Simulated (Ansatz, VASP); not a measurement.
## Two plane-wave programs on BiTe

```
Bi Te
1.0
    -4.84542   -2.79750    3.31729
     4.84542   -2.79750    3.31729
     0.00000    5.59500    3.31729
Bi Te
4 4
Direct
  0.50000 0.50000 0.50000
  0.00000 0.00000 0.50000
  0.00000 0.50000 0.00000
  0.50000 0.00000 0.00000
  0.00000 0.00000 0.00000
  0.50000 0.50000 0.00000
  0.50000 0.00000 0.50000
  0.00000 0.50000 0.50000
```

Alike in both runs: task single point; functional PBEsol; k mesh 6 × 6 × 6; occupations gaussian, width 0.15 eV; no spin polarisation.

|  | VASP | Ansatz |
| --- | --- | --- |
| version | VASP 6.6.1 | Ansatz 0.2.0 |
| potentials or method | VASP PAW PBE potentials, release 64 (Bi_d, Te), cutoff 520 eV | scalar-relativistic, plane waves, PAW |
| valence electrons in the cell | 84 | 124 |

```csv
,VASP,Ansatz,Ansatz less VASP
gap on the k mesh at the Fermi level (eV),none,none,-
pressure (GPa),-2.6,-2.6,+0.02
"traceless stress, the component that is largest in VASP (GPa)",0.17,0.18,+0.002
```

VASP's potentials were made for PBE, not for PBEsol. A gap of «none» marks a metal or a gap that the smearing closes. The functional is the same, so the differences come from potentials, cutoffs and numerics. VASP's potentials hold 84 valence electrons a cell and Ansatz's 124, so a difference there can come from the potentials and not from the codes.

Spin-orbit coupling is off throughout.
